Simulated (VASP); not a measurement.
# PIr (rocksalt type) in VASP: further runs

PIr (rocksalt type) is run at these levels: PBE; tasks: relaxation of cell and atoms, single point.

Everything below comes from runs of VASP 6.6.1. Logs are shortened: lines on timing, memory, paths and dates and some standing lists are left out, and cuts for length are marked.

## (1) The cell of the first run

Symmetry: Fm-3m, No. 225, cubic system. The conventional cell has a = 4.738 Å, b = 4.738 Å, c = 4.738 Å, α = 90.00°, β = 90.00°, γ = 90.00°. Ir (site symmetry m-3m) has 6 P at 2.37 Å within 3.1 Å. Within 3.1 Å of P (site symmetry m-3m) lie 6 Ir at 2.37 Å.

## (2) Relaxation of cell and atoms, PBE

Contents of INCAR:

```
ALGO = Normal
EDIFF = 1E-6
EDIFFG = -0.005
ENCUT = 600
GGA = PE
IBRION = 2
ISIF = 3
ISMEAR = -1
LASPH = True
LCHARG = False
LREAL = False
LWAVE = False
NELM = 60
NSW = 100
PREC = Accurate
SIGMA = 0.05
```

Contents of KPOINTS:

```
k-points
0
Gamma
  13 13 13
```

Contents of POSCAR:

```
PIr
1.0
    0.0000000000      2.3690179898      2.3690179898
    2.3690179898      0.0000000000      2.3690179898
    2.3690179898      2.3690179898      0.0000000000
Ir P
1 1
Direct
    0.0000000000      0.0000000000      0.0000000000
    0.5000000000      0.5000000000      0.5000000000
```

Potentials or basis: VASP PAW PBE potentials, release 64 (Ir, P).

On the command line:

```
$ cat potpaw_PBE.64/Ir/POTCAR potpaw_PBE.64/P/POTCAR > POTCAR
$ mpirun -np 1 vasp_std > vasp.out
```

OUTCAR:

```text
EDIFF = 1E-6
   EDIFFG = -0.005
   ENCUT = 600
   GGA = PE
   IBRION = 2
   ISIF = 3
   ISMEAR = -1
   LASPH = True
   LREAL = False
   NELM = 60
   NSW = 100
   PREC = Accurate

 ion  position               nearest neighbor table
   1  0.000  0.000  0.000-   2 2.37   2 2.37   2 2.37   2 2.37   2 2.37   2 2.37
   2  0.500  0.500  0.500-   1 2.37   1 2.37   1 2.37   1 2.37   1 2.37   1 2.37

  LATTYP: Found a face centered cubic cell.
 ALAT       =     4.7380359796

  Lattice vectors:

 A1 = (   0.0000000000,   2.3690179898,   2.3690179898)
 A2 = (   2.3690179898,   0.0000000000,   2.3690179898)
 A3 = (   2.3690179898,   2.3690179898,   0.0000000000)

Analysis of symmetry for initial positions (statically):
=====================================================================
 Subroutine PRICEL returns:
 Original cell was already a primitive cell.

 Routine SETGRP: Setting up the symmetry group for a
 face centered cubic supercell.

 Subroutine GETGRP returns: Found 48 space group operations
 (whereof 48 operations were pure point group operations)
 out of a pool of 48 trial point group operations.

The static configuration has the point symmetry O_h .

Analysis of symmetry for dynamics (positions and initial velocities):
=====================================================================
 Subroutine PRICEL returns:
 Original cell was already a primitive cell.

 Routine SETGRP: Setting up the symmetry group for a
 face centered cubic supercell.

 Subroutine GETGRP returns: Found 48 space group operations
 (whereof 48 operations were pure point group operations)
 out of a pool of 48 trial point group operations.

The dynamic configuration has the point symmetry O_h .

 Subroutine INISYM returns: Found 48 space group operations
 (whereof 48 operations are pure point group operations),
 and found     1 'primitive' translations

----------------------------------------------------------------------------------------

                                     Primitive cell

  volume of cell :      26.5910

  direct lattice vectors                    reciprocal lattice vectors
     0.000000000  2.369017990  2.369017990    -0.211057916  0.211057916  0.211057916
     2.369017990  0.000000000  2.369017990     0.211057916 -0.211057916  0.211057916
     2.369017990  2.369017990  0.000000000     0.211057916  0.211057916 -0.211057916

  length of vectors
     3.350297371  3.350297371  3.350297371     0.365563034  0.365563034  0.365563034

  position of ions in fractional coordinates (direct lattice)
     0.000000000  0.000000000  0.000000000
     0.500000000  0.500000000  0.500000000

  ion indices of the primitive-cell ions
   primitive index   ion index
                 1           1
                 2           2

----------------------------------------------------------------------------------------

 KPOINTS: k-points

Automatic generation of k-mesh.
 Grid dimensions read from file:
 generate k-points for:   13   13   13

 Generating k-lattice:

  Cartesian coordinates                     Fractional coordinates (reciprocal lattice)
    -0.016235224  0.016235224  0.016235224     0.076923077  0.000000000  0.000000000
     0.016235224 -0.016235224  0.016235224     0.000000000  0.076923077  0.000000000
     0.016235224  0.016235224 -0.016235224     0.000000000  0.000000000  0.076923077

  Length of vectors
     0.028120233  0.028120233  0.028120233

  Shift w.r.t. Gamma in fractional coordinates (k-lattice)
     0.000000000  0.000000000  0.000000000

 Subroutine IBZKPT returns following result:
 ===========================================

 Found     84 irreducible k-points:

 Following reciprocal coordinates:
            Coordinates               Weight
  0.000000  0.000000  0.000000      1.000000
  0.076923  0.000000  0.000000      8.000000
  0.153846  0.000000  0.000000      8.000000
  0.230769  0.000000  0.000000      8.000000
  0.307692  0.000000  0.000000      8.000000
  0.384615  0.000000  0.000000      8.000000
[... 16 lines left out ...]
  0.384615  0.153846  0.000000     24.000000
  0.461538  0.153846  0.000000     24.000000
 [... further k-points ...]
   k-points           NKPTS =     84   k-points in BZ     NKDIM =     84   number of bands    NBANDS=     11
   number of dos      NEDOS =    301   number of ions     NIONS =      2
   total plane-waves  NPLWV =  21952
   dimension x,y,z NGX =    28 NGY =   28 NGZ =   28
   dimension x,y,z NGXF=    56 NGYF=   56 NGZF=   56
   ions per type =               1   1
   NGX,Y,Z   is equivalent  to a cutoff of  13.89, 13.89, 13.89 a.u.
   NGXF,Y,Z  is equivalent  to a cutoff of  27.79, 27.79, 27.79 a.u.
 SYSTEM =  unknown system
   PREC   = accura    normal or accurate (medium, high low for compatibility)
   ISTART =      0    job   : 0-new  1-cont  2-samecut
   ICHARG =      2    charge: 1-file 2-atom 10-const
   ISPIN  =      1    spin polarized calculation?
   LNONCOLLINEAR =      F non collinear calculations
   LSORBIT =      F    spin-orbit coupling
   LASPH  =      T    aspherical Exc in radial PAW
   ENCUT  =  600.0 eV  44.10 Ry    6.64 a.u.   6.69  6.69  6.69*2*pi/ulx,y,z
   NELM   =     60;   NELMIN=  2; NELMDL= -5     # of ELM steps
   EDIFF  = 0.1E-05   stopping-criterion for ELM
   LREAL  =      F    real-space projection
   EDIFFG = -.5E-02   stopping-criterion for IOM
   NSW    =    100    number of steps for IOM
   IBRION =      2    ionic relax: 0-MD 1-quasi-New 2-CG
   NFREE  =      1    steps in history (QN), initial steepest desc. (CG)
   ISIF   =      3    stress and relaxation
   ISYM   =      2    0-nonsym 1-usesym 2-fastsym
   POTIM  = 0.5000    time-step for ionic-motion
   TEBEG  =    0.0;   TEEND  =   0.0 temperature during run
   PSTRESS=    0.0 pullay stress
   NELECT =      14.0000    total number of electrons
   NUPDOWN=      -1.0000    fix difference up-down
   EMIN   =  10.00;   EMAX   =-10.00  energy-range for DOS
   EFERMI =   0.00;   METHOD = LEGACY
   ISMEAR =    -1;   SIGMA  =   0.05  broadening in eV -4-tet -1-fermi 0-gaus
   EFERMI_NEDOS =   21; number of points for ismear=-14 and -15
   IALGO  =     38    algorithm
   IMIX   =      4    mixing-type and parameters
     AMIX     =   0.40;   BMIX     =  1.00
     AMIX_MAG =   1.60;   BMIX_MAG =  1.00
  volume/ion in A,a.u.               =      13.30        89.72
  Fermi-wavevector in a.u.,A,eV,Ry     =   1.321922  2.498070 23.775877  1.747478
  Thomas-Fermi vector in A             =   2.451641
   LORBIT       =      0    0 simple, 1 ext, 2 COOP (PROOUT), +10 PAW based schemes
   GGA     = PE    functional components
   LHFCALC =     F    Hartree Fock is set to
   AEXX    =    0.0000 exact exchange contribution
   IVDW    =     0    specifies the selected vdW correction
   LEPSILON=     F    determine dielectric tensor
   LRPA    =     F    only Hartree local field effects (RPA)
 conjugate gradient relaxation of ions
 non-spin polarized calculation
  energy-cutoff  :      600.00
  volume of cell :       26.59
 maximum number of plane-waves:       911
   NGX = 13   NGY = 13   NGZ = 13

--------------------------------------- Ionic step        1  -------------------------------------------

 number of electron      14.0000002 magnetization

 Free energy of the ion-electron system (eV)
  ---------------------------------------------------
  ext. energy  EPLUGINS =         0.00000000
  ---------------------------------------------------
  free energy    TOTEN  =       -13.72133247 eV

  energy without entropy =      -13.70939479  energy(sigma->0) =      -13.71536363

 E-fermi :  10.8238     XC(G=0): -12.9645

 val. band max:       10.8138871611   @ k =   0.0769   0.0000   0.0000
 cond. band min:      10.8321061543   @ k =  -0.3077   0.3846   0.0769
 fundamental gap:      0.0182189932
 Fermi energy:        10.8238329743

 k-point     1 :       0.0000    0.0000    0.0000
  band No.  band energies     occupation
      1      -4.3840      2.00000
      2       6.9458      2.00000
      3       6.9458      2.00000
      4       6.9458      2.00000
      5       7.1572      2.00000
      6       7.1572      2.00000
      7      11.0347      0.02907
      8      11.0347      0.02907
      9      11.0347      0.02907
     10      18.3892      0.00000
     11      20.6994      0.00000
[... 309 lines left out ...]
 k-point    24 :       0.4615    0.1538    0.0000
  band No.  band energies     occupation
      1      -1.2156      2.00000
      2       2.6254      2.00000
      3       4.6358      2.00000
      4       5.0509      2.00000
      5       8.5050      2.00000
      6       9.3095      2.00000
      7      10.1943      1.99999
      8      14.1233      0.00000
      9      15.0504      0.00000
     10      17.0975      0.00000
     11      18.6435      0.00000

 [... further k-points ...]

------------------------ aborting loop because EDIFF is reached ----------------------------------------

  FORCE on cell =-STRESS in cart. coord.  units (eV):
  Direction    XX          YY          ZZ          XY          YZ          ZX
  --------------------------------------------------------------------------------------
  -------------------------------------------------------------------------------------
  Total        5.5949575      5.5949575      5.5949575      0.0000000      0.0000000     -0.0000000
  in kB      337.1105156    337.1105156    337.1105156      0.0000000      0.0000000     -0.0000000
  external PRESSURE =     337.1105156 kB  Pullay stress =       0.0000000 kB
[... 89 lines left out ...]
  FREE ENERGIE OF THE ION-ELECTRON SYSTEM (eV)
  ---------------------------------------------------
  free  energy   TOTEN  =       -14.0391759722 eV

  energy  without entropy=      -14.0267476643  energy(sigma->0) =      -14.03296182

[... ionic steps 4 to 16 ...]

--------------------------------------- Ionic step       17  -------------------------------------------

 number of electron      14.0000002 magnetization

------------------------ aborting loop because EDIFF is reached ----------------------------------------

  FORCE on cell =-STRESS in cart. coord.  units (eV):
  Direction    XX          YY          ZZ          XY          YZ          ZX
  --------------------------------------------------------------------------------------
  -------------------------------------------------------------------------------------
  Total        0.0157251      0.0157251      0.0157251      0.0000000     -0.0000000      0.0000000
  in kB        0.8398123      0.8398123      0.8398123      0.0000000     -0.0000000      0.0000000
  external PRESSURE =       0.8398123 kB  Pullay stress =       0.0000000 kB
[... 57 lines left out ...]
  energy  without entropy=      -14.0289514639  energy(sigma->0) =      -14.03518747

--------------------------------------- Ionic step       19  -------------------------------------------

 number of electron      14.0000002 magnetization

 Free energy of the ion-electron system (eV)
  ---------------------------------------------------
  ext. energy  EPLUGINS =         0.00000000
  ---------------------------------------------------
  free energy    TOTEN  =       -14.04142462 eV

  energy without entropy =      -14.02895240  energy(sigma->0) =      -14.03518851

 E-fermi :   8.8997     XC(G=0): -12.3307

 val. band max:        8.8969823548   @ k =   0.4615   0.3846   0.0769
 cond. band min:       8.9008183396   @ k =  -0.1538   0.1538   0.0000
 fundamental gap:      0.0038359848
 Fermi energy:         8.8996998166

 k-point     1 :       0.0000    0.0000    0.0000
  band No.  band energies     occupation
      1      -5.0845      2.00000
      2       5.8022      2.00000
      3       5.8022      2.00000
      4       5.8022      2.00000
      5       5.9182      2.00000
      6       5.9182      2.00000
      7       9.1425      0.01543
      8       9.1425      0.01543
      9       9.1425      0.01543
     10      14.9700      0.00000
     11      19.1294      0.00000
[... 309 lines left out ...]
 k-point    24 :       0.4615    0.1538    0.0000
  band No.  band energies     occupation
      1      -2.3859      2.00000
      2       1.7207      2.00000
      3       3.6136      2.00000
      4       3.9776      2.00000
      5       7.0280      2.00000
      6       7.6939      2.00000
      7       8.3723      1.99995
      8      11.9359      0.00000
      9      12.7708      0.00000
     10      14.8615      0.00000
     11      16.1328      0.00000

 [... further k-points ...]

------------------------ aborting loop because EDIFF is reached ----------------------------------------

  FORCE on cell =-STRESS in cart. coord.  units (eV):
  Direction    XX          YY          ZZ          XY          YZ          ZX
  --------------------------------------------------------------------------------------
  -------------------------------------------------------------------------------------
  Total        0.0095639      0.0095639      0.0095639     -0.0000000     -0.0000000     -0.0000000
  in kB        0.5107000      0.5107000      0.5107000     -0.0000000     -0.0000000     -0.0000000
  external PRESSURE =       0.5107000 kB  Pullay stress =       0.0000000 kB
[... 17 lines left out ...]
  FREE ENERGIE OF THE ION-ELECTRON SYSTEM (eV)
  ---------------------------------------------------
  free  energy   TOTEN  =       -14.0414246228 eV

  energy  without entropy=      -14.0289523956  energy(sigma->0) =      -14.03518851

 reached required accuracy - stopping structural energy minimisation
```

Wall time 76 s (1 thread of Intel Xeon 6975P-C (Granite Rapids), shared host); peak memory 0.19 GiB.

What came out:

| Property | Result |
| --- | --- |
| Free energy | -14.0414 eV |
| Relaxed volume | 15.00 Å³/atom |
| Relaxed cell | a = 3.488 Å, b = 3.488 Å, c = 3.488 Å, α = 60.00°, β = 60.00°, γ = 60.00° |
| Space group after relaxing (to 0.1 Å) | Fm-3m (No. 225) |
| Energy gained by relaxing | 160.0 meV/atom |
| Ionic steps | 19 |
| Pressure after relaxing | 0.1 GPa |
| Band gap on the k mesh | zero (bands 7 and 8 overlap by 1.42 eV) |

Step by step:
```csv
step,energy change (eV),largest force (eV/Å),pressure (GPa),volume (Å³)
1,0.0000,0.0000,33.71,26.59
2,0.6970,0.0000,-28.27,38.88
3,-0.3178,0.0000,-2.16,30.34
4,-0.3200,0.0000,-0.41,30.07
5,-0.3201,0.0000,0.10,30.00
6,-0.3201,0.0000,0.10,30.00
7,-0.3201,0.0000,0.09,30.00
8,-0.3201,0.0000,0.09,30.00
9,-0.3201,0.0000,0.09,30.00
10,-0.3201,0.0000,0.09,30.00
11,-0.3201,0.0000,0.09,30.00
12,-0.3201,0.0000,0.09,30.00
13,-0.3201,0.0000,0.09,30.00
14,-0.3201,0.0000,0.09,30.00
15,-0.3201,0.0000,0.09,30.00
16,-0.3201,0.0000,0.09,30.00
17,-0.3201,0.0000,0.08,30.00
18,-0.3201,0.0000,0.07,30.00
19,-0.3201,0.0000,0.05,30.00
```

Final structure:
```
Ir P
1.0
     0.00000    2.46633    2.46633
     2.46633    0.00000    2.46633
     2.46633    2.46633    0.00000
Ir P
1 1
Direct
  0.00000 0.00000 0.00000
  0.50000 0.50000 0.50000
```

Levels at points of the mesh, in eV from the Fermi level:
```
           k point  band 4  band 5  band 6  band 7  band 8  band 9  band 10  band 11
(0.00, 0.00, 0.00)   -3.10   -2.98   -2.98    0.24    0.24    0.24     6.07    10.23
```

Caveat: spin-orbit coupling is left out, which moves the levels of the heavy elements.

(Continued in part 2 of 2.)
